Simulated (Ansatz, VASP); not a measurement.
Sr2VWO6 in VASP and in Ansatz

INCAR

```
SYSTEM = Sr2VWO6
PREC     = Accurate       ! precision mode
ENCUT    = 520            ! plane-wave cutoff, eV
EDIFF    = 1E-6           ! SCF threshold, eV
ISMEAR   = 1              ! smearing method
SIGMA    = 0.0366         ! smearing width, eV
LREAL    = .False.        ! projectors in reciprocal space
LASPH    = .True.         ! aspherical terms in the spheres
NELM     = 150            ! most SCF steps
ALGO     = Normal         ! electronic algorithm
ISIF     = 2              ! what is computed and relaxed
LWAVE    = .False.        ! write WAVECAR
LCHARG   = .False.        ! write CHGCAR
LMAXMIX  = 4              ! l up to which the mixer works
LDAU     = .True.         ! DFT+U
LDAUTYPE = 2            
LDAUL    = 2 -1 -1 2      ! shell
LDAUU    = 3.09 0 0 4.37  ! U, eV
LDAUJ    = 0 0 0 0      
LDAUPRINT= 1            
GGA      = PE             ! functional
NBANDS   = 52             ! bands
```

Contents of KPOINTS:

```
Automatic mesh
0
Gamma
  6 6 6
  0 0 0
```

File POSCAR:

```
Sr2VWO6
1.0
    0.0000000000      3.9616310000      3.9616310000
    3.9616310000      0.0000000000      3.9616310000
    3.9616310000      3.9616310000      0.0000000000
W Sr O V
1 2 6 1
Direct
    0.0000000000      0.0000000000      0.0000000000
    0.2500000000      0.2500000000      0.2500000000
    0.7500000000      0.7500000000      0.7500000000
    0.7500000000      0.2500000000      0.2500000000
    0.2500000000      0.7500000000      0.2500000000
    0.2500000000      0.7500000000      0.7500000000
    0.7500000000      0.2500000000      0.7500000000
    0.2500000000      0.2500000000      0.7500000000
    0.7500000000      0.7500000000      0.2500000000
    0.5000000000      0.5000000000      0.5000000000
```

Input for Ansatz:

```yaml
crystal:
  lattice:
    - [0.0, 3.961631, 3.961631]
    - [3.961631, 0.0, 3.961631]
    - [3.961631, 3.961631, 0.0]
  atoms:
    - { symbol: W, position: [0.0, 0.0, 0.0] }
    - { symbol: Sr, position: [0.25, 0.25, 0.25] }
    - { symbol: Sr, position: [0.75, 0.75, 0.75] }
    - { symbol: O, position: [0.75, 0.25, 0.25] }
    - { symbol: O, position: [0.25, 0.75, 0.25] }
    - { symbol: O, position: [0.25, 0.75, 0.75] }
    - { symbol: O, position: [0.75, 0.25, 0.75] }
    - { symbol: O, position: [0.25, 0.25, 0.75] }
    - { symbol: O, position: [0.75, 0.75, 0.25] }
    - { symbol: V, position: [0.5, 0.5, 0.5] }
  symmetry: { tolerance: 0.0003 }
kpoints:
  mp_grid: { grid: [6, 6, 6], shift: [0, 0, 0] }
  band_path:
    path:
      - [0.375, 0.375, 0.75]
      - [0.0, 0.0, 0.0]
      - [0.5, 0.5, 0.5]
      - [0.5, 0.25, 0.75]
      - [0.5, 0.0, 0.5]
    npoints: 13
magnetization:
  spin_polarized: false
scf:
  occupations: { method: cold, width: 0.0366 }
  lower_state_search: "off"
  max_iter: 200
hamiltonian:
  pseudopotentials: { kind: paw }
  xc: pbe
  hubbard:
    projectors: all-electron-ortho-atomic
    sites:
      - { species: V, l: d, u_eff: 4.37 }
      - { species: W, l: d, u_eff: 3.09 }
basis:
  ecutwfc: 420
  fft_grid_basis: typed
output:
  forces: true
  stress: true
  eigenvalues: true
  bader: true
  populations: true
  elf: true
  write_potential: true
  volumetric_format: npy
  dos:
    e_range: [-12, 8]
    de: 0.05
    projected: { site_lists: { O: [O], Sr: [Sr], V: [V], W: [W] } }
checkpoint:
  read: saved_state
```

Alike in both runs: task single point; functional PBE; k mesh 6 × 6 × 6; no spin polarisation; Hubbard terms V d U = 4.37 eV, W d U = 3.09 eV.

```csv
,VASP,Ansatz
version,VASP 6.6.1,Ansatz 0.2.0
potentials or method,"VASP PAW PBE potentials, release 64 (W_sv, Sr_sv, O, V_sv), cutoff 520 eV",PAW plane waves
occupations,"methfessel-paxton of order 1, width 0.0366 eV","cold, width 0.0366 eV"
valence electrons in the cell,83,83
```

```csv
,VASP,Ansatz,Ansatz less VASP
pressure (GPa),1.2,-1.8,-3.02
```

The programs project onto different local orbitals, so the same U acts differently, and such runs can settle in different states. Ansatz's warnings: filled band counts differ across k points.

Neither program's run includes spin-orbit coupling.
